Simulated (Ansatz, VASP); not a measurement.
## Ti3Al in VASP and in Ansatz

Contents of INCAR:

```
SYSTEM = Ti3Al
PREC = Accurate
ENCUT = 520
EDIFF = 1E-7
ISMEAR = 0
SIGMA = 0.15
LREAL = .FALSE.
LASPH = .TRUE.
NELM = 60
ALGO = Fast
ISIF = 2
LWAVE = .FALSE.
LCHARG = .FALSE.
GGA = PS
NBANDS = 28
```

Contents of KPOINTS:

```
Automatic mesh
0
G
  18 18 6
  0 0 0
```

Contents of POSCAR:

```
Ti3Al
1.0
    2.9546238387      0.0000000000      0.0000000000
   -1.4773119193      2.5587793030      0.0000000000
    0.0000000000      0.0000000000      8.7761191882
Ti Al
3 1
Direct
    0.6666666667      0.3333333333      0.0000000000
    0.3333333333      0.6666666667      0.7511732072
    0.3333333333      0.6666666667      0.2488267928
    0.6666666667      0.3333333333      0.5000000000
```

Input for Ansatz:

```yaml
crystal:
  lattice:
    - [2.9546238387, 0.0, 0.0]
    - [-1.4773119193, 2.558779303, 0.0]
    - [0.0, 0.0, 8.7761191882]
  atoms:
    - { symbol: Ti, position: [0.6666666667, 0.3333333333, 0.0] }
    - { symbol: Ti, position: [0.3333333333, 0.6666666667, 0.7511732072] }
    - { symbol: Ti, position: [0.3333333333, 0.6666666667, 0.2488267928] }
    - { symbol: Al, position: [0.6666666667, 0.3333333333, 0.5] }
basis:
  ecutwfc: 520.0
kpoints:
  mp_grid: { grid: [18, 18, 6] }
hamiltonian:
  xc: pbesol
  pseudopotentials: { kind: paw, azcp: { folder: soft_1 } }
scf:
  occupations: { method: gaussian, width: 0.15 }
output:
  forces: true
  stress: true
  eigenvalues: true
```

Alike in both runs: task single point; functional PBEsol; k mesh 18 × 18 × 6; occupations gaussian, width 0.15 eV; no spin polarisation.

|  | VASP | Ansatz |
| --- | --- | --- |
| version | VASP 6.6.1 | Ansatz 0.2.0 |
| potentials or method | VASP PAW PBE potentials, release 64 (Ti_sv, Al), cutoff 520 eV | scalar-relativistic, plane waves, PAW |
| valence electrons in the cell | 39 | 39 |

```csv
,VASP,Ansatz,Ansatz less VASP
gap on the k mesh at the Fermi level (eV),none,none,-
pressure (GPa),0.6,0.7,+0.11
"traceless stress, the component that is largest in VASP (GPa)",6.74,6.72,-0.020
rms of the force components (eV/Å),0.041,0.035,-0.0054
```

VASP's potentials were made for PBE, not for PBEsol, and Ansatz warns of the same on its side. Atom by atom the forces differ by 0.005 eV/Å (rms over components). A gap of «none» marks a metal or a gap that the smearing closes.
